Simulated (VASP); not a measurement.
# Bi2MoCl6 (P1) in VASP: single point with r2SCAN

Aim: the single point of Bi2MoCl6 with r2SCAN.

All numbers are computed with VASP 6.6.1; they aren't measurements. Logs are shortened: lines on timing, memory, paths and dates and some standing lists are left out, and cuts for length are marked.

## Step 1: The cell of the first run

The typed cell holds 9 atoms: a = 6.875 Å, b = 7.118 Å, c = 7.031 Å, α = 58.16°, β = 58.63°, γ = 58.34°.

## Step 2: Single point, r2SCAN

Contents of POSCAR:

```
Bi2MoCl6
1.0
    0.1825610000      4.8329780000      4.8860120000
    5.0688700000      0.0720090000      4.9965630000
    5.0333610000      4.9080210000      0.1075180000
Mo Cl Bi
1 6 2
Direct
    0.9892540000      0.0022450000      0.0130140000
    0.7616340000      0.2376680000      0.2323080000
    0.2398570000      0.7622240000      0.2329290000
    0.2239600000      0.7637730000      0.7740130000
    0.7659450000      0.2312510000      0.7712470000
    0.2363900000      0.2360520000      0.7623550000
    0.7748400000      0.7553480000      0.2381260000
    0.2547980000      0.2529240000      0.2453670000
    0.7561190000      0.7469430000      0.7445790000
```

Contents of INCAR.step1:

```
PREC = Accurate ; ENCUT = 550
ISMEAR = -1 ; SIGMA = 0.1
LREAL = False ; LASPH = True
NELM = 120 ; NELECT = 88.0
NBANDS = 53 ; GGA = PE
ALGO = Normal ; EDIFF = 1E-5
LWAVE = True ; LCHARG = False
GGA_COMPAT = False
```

Contents of INCAR.step2:

```
PREC = Accurate ; ENCUT = 550
EDIFF = 1E-6 ; ISMEAR = -1
SIGMA = 0.1 ; LREAL = False
LASPH = True ; NELM = 120
ALGO = Normal ; ISIF = 2
LWAVE = False ; LCHARG = True
METAGGA = R2SCAN ; LMIXTAU = True
LELF = True ; LVHAR = True
NELECT = 88.0 ; NBANDS = 53
ISTART = 1 ; GGA_COMPAT = False
```

Contents of KPOINTS:

```
Automatic mesh
0
Gamma
  3 3 3
  0.5 0.5 0.5
```

Potentials or basis: VASP PAW PBE potentials, release 64 (Mo_sv, Cl, Bi_d).

Launch:

```sh
> cat potpaw_PBE.64/Mo_sv/POTCAR potpaw_PBE.64/Cl/POTCAR potpaw_PBE.64/Bi_d/POTCAR > POTCAR
> cp INCAR.step1 INCAR
> mpirun -np 1 vasp_std > vasp.out
> cp INCAR.step2 INCAR
> mpirun -np 1 vasp_std > vasp.out
```

OUTCAR:

```text
PREC = Accurate
   ENCUT = 550
   EDIFF = 1E-6
   ISMEAR = -1
   LREAL = False
   LASPH = True
   NELM = 120
   ISIF = 2
   METAGGA = R2SCAN
   NELECT = 88.0
   ISTART = 1

 ion  position               nearest neighbor table
   1  0.989  0.002  0.013-   5 2.25   2 2.26   7 2.26   3 2.27   6 2.35   4 2.37
   2  0.762  0.238  0.232-   1 2.26
   3  0.240  0.762  0.233-   1 2.27
   4  0.224  0.764  0.774-   1 2.37
   5  0.766  0.231  0.771-   1 2.25
   6  0.236  0.236  0.762-   1 2.35
   7  0.775  0.755  0.238-   1 2.26
   8  0.255  0.253  0.245-
   9  0.756  0.747  0.745-

  LATTYP: Found a triclinic cell.
 ALAT       =    12.0143906335
 B/A-ratio  =     0.5852148195
 C/A-ratio  =     1.3756891086
 COS(alpha) =     0.0029712581
 COS(beta)  =     0.4614470149
 COS(gamma) =     0.8725292996

  Lattice vectors:

 A1 = (   9.8841610000,   4.9830640000,  -4.6709760000)
 A2 = (   5.0333610000,   4.9080210000,   0.1075180000)
 A3 = (   9.5545480000,  -9.5189040000,  -9.5539550000)

Analysis of symmetry for initial positions (statically):
=====================================================================
 Subroutine PRICEL returns:
 Original cell was already a primitive cell.

 Routine SETGRP: Setting up the symmetry group for a
 triclinic supercell.

 Subroutine GETGRP returns: Found  1 space group operations
 (whereof  1 operations were pure point group operations)
 out of a pool of  2 trial point group operations.

The static configuration has the point symmetry C_1 .

Analysis of symmetry for dynamics (positions and initial velocities):
=====================================================================
 Subroutine PRICEL returns:
 Original cell was already a primitive cell.

 Routine SETGRP: Setting up the symmetry group for a
 triclinic supercell.

 Subroutine GETGRP returns: Found  1 space group operations
 (whereof  1 operations were pure point group operations)
 out of a pool of  2 trial point group operations.

The dynamic configuration has the point symmetry C_1 .

 Subroutine INISYM returns: Found  1 space group operations
 (whereof  1 operations are pure point group operations),
 and found     1 'primitive' translations

[... 99 lines left out ...]
   EDIFFG = 0.1E-04   stopping-criterion for IOM
   NSW    =      0    number of steps for IOM
   IBRION =     -1    ionic relax: 0-MD 1-quasi-New 2-CG
   NFREE  =      0    steps in history (QN), initial steepest desc. (CG)
   ISIF   =      2    stress and relaxation
   ISYM   =      2    0-nonsym 1-usesym 2-fastsym
   POTIM  = 0.5000    time-step for ionic-motion
   TEBEG  =    0.0;   TEEND  =   0.0 temperature during run
   PSTRESS=    0.0 pullay stress
   NELECT =      88.0000    total number of electrons
   NUPDOWN=      -1.0000    fix difference up-down
   EMIN   =  10.00;   EMAX   =-10.00  energy-range for DOS
   EFERMI =   0.00;   METHOD = LEGACY
   ISMEAR =    -1;   SIGMA  =   0.10  broadening in eV -4-tet -1-fermi 0-gaus
   EFERMI_NEDOS =   21; number of points for ismear=-14 and -15
   IALGO  =     38    algorithm
   IMIX   =      4    mixing-type and parameters
     AMIX     =   0.40;   BMIX     =  1.00
     AMIX_MAG =   1.60;   BMIX_MAG =  1.00
  volume/ion in A,a.u.               =      26.02       175.62
  Fermi-wavevector in a.u.,A,eV,Ry     =   1.181300  2.232333 18.986519  1.395470
  Thomas-Fermi vector in A             =   2.317576
   LORBIT       =      0    0 simple, 1 ext, 2 COOP (PROOUT), +10 PAW based schemes
   METAGGA = R2SCAN    functional components
   LHFCALC =     F    Hartree Fock is set to
   AEXX    =    0.0000 exact exchange contribution
   IVDW    =     0    specifies the selected vdW correction
   LEPSILON=     F    determine dielectric tensor
   LRPA    =     F    only Hartree local field effects (RPA)
 non-spin polarized calculation
  energy-cutoff  :      550.00
  volume of cell :      234.22
 maximum number of plane-waves:      6899
 NGX is ok and might be reduce to    54
   NGX = 27   NGY = 27   NGZ = 27

 number of electron      88.0000001 magnetization

 Free energy of the ion-electron system (eV)
  ---------------------------------------------------
  ext. energy  EPLUGINS =         0.00000000
  ---------------------------------------------------
  free energy    TOTEN  =      -174.11180196 eV

  energy without entropy =     -173.84918783  energy(sigma->0) =     -173.98049489

 E-fermi :   4.9470     XC(G=0):  -9.9098

 val. band max:        4.8946230586   @ k =   0.5000   0.5000   0.1667
 cond. band min:       4.9725457183   @ k =  -0.1667   0.1667   0.5000
 fundamental gap:      0.0779226597
 Fermi energy:         4.9470054836

 k-point     1 :       0.1667    0.1667    0.1667
  band No.  band energies     occupation
      1     -58.4570      2.00000
      2     -32.0256      2.00000
      3     -31.9987      2.00000
      4     -31.9295      2.00000
      5     -19.0303      2.00000
      6     -19.0241      2.00000
[... 773 lines left out ...]
     52      11.1485      0.00000
     53      11.5059      0.00000

------------------------ aborting loop because EDIFF is reached ----------------------------------------

  FORCE on cell =-STRESS in cart. coord.  units (eV):
  Direction    XX          YY          ZZ          XY          YZ          ZX
  --------------------------------------------------------------------------------------
  -------------------------------------------------------------------------------------
  Total       23.5751478     26.3257165     23.8312469     -0.7969796     -0.5538377     -0.9030187
  in kB      161.2644021    180.0795045    163.0162331     -5.4516919     -3.7884943     -6.1770458
  external PRESSURE =     168.1200466 kB  Pullay stress =       0.0000000 kB

 VOLUME and BASIS-vectors are now :
 -----------------------------------------------------------------------------
  energy-cutoff  :      550.00
  volume of cell :      234.22
      direct lattice vectors                 reciprocal lattice vectors
     0.182561000  4.832978000  4.886012000    -0.104668054  0.105048108  0.104668820
     5.068870000  0.072009000  4.996563000     0.100166003 -0.104915426  0.100034044
     5.033361000  4.908021000  0.107518000     0.101598088  0.101845461 -0.104536116

 POSITION                                       TOTAL-FORCE (eV/Angst)
 -----------------------------------------------------------------------------------
      0.25748      4.84508      4.84612        -1.363771      0.151168      0.811212
      2.51304      4.83825      4.93385         1.267676      0.061255     -0.026199
      5.07982      2.35733      5.00549         0.060013      1.348161      0.013751
      7.80824      4.93626      4.99373        -0.566558      0.116577      0.220327
      5.19398      7.50374      4.98080         0.096057     -1.671776     -0.042016
      5.07688      4.90112      2.41642         0.011900     -0.003680      0.565851
      5.16879      4.96790      7.58562         0.227982     -0.019722     -1.382581
      2.56358      2.45391      2.53508         0.101994     -0.149108     -0.192535
      7.67193      7.36250      7.50661         0.164707      0.167124      0.032190
 -----------------------------------------------------------------------------------
    total drift:                               -0.000081     -0.000859     -0.000629

  FREE ENERGIE OF THE ION-ELECTRON SYSTEM (eV)
  ---------------------------------------------------
  free  energy   TOTEN  =      -174.1118019593 eV

  energy  without entropy=     -173.8491878288  energy(sigma->0) =     -173.98049489
```

It took 29 min on 1 thread of AMD EPYC 7R13, shared host; peak memory 0.49 GiB.

Results:

```yaml
Free_energy: -174.1118 eV
Largest_force: 1.675 eV/Å
```

Forces on the atoms (eV/Å):
```
Mo  -1.364  0.151  0.811
Cl   1.268  0.061 -0.026
Cl   0.060  1.348  0.014
Cl  -0.567  0.117  0.220
Cl   0.096 -1.672 -0.042
Cl   0.012 -0.004  0.566
Cl   0.228 -0.020 -1.383
Bi   0.102 -0.149 -0.193
Bi   0.165  0.167  0.032
```

Caveat: the k points lie up to 0.38 Å⁻¹ apart; the cell carries a net charge on a neutralising background, which shifts energy and pressure; the cell is charged against a uniform background, so pressure and absolute levels hang on convention; the PAW data sets were made with another functional, which shifts forces and pressure a little; spin-orbit coupling is left out, which moves the levels of the heavy elements.
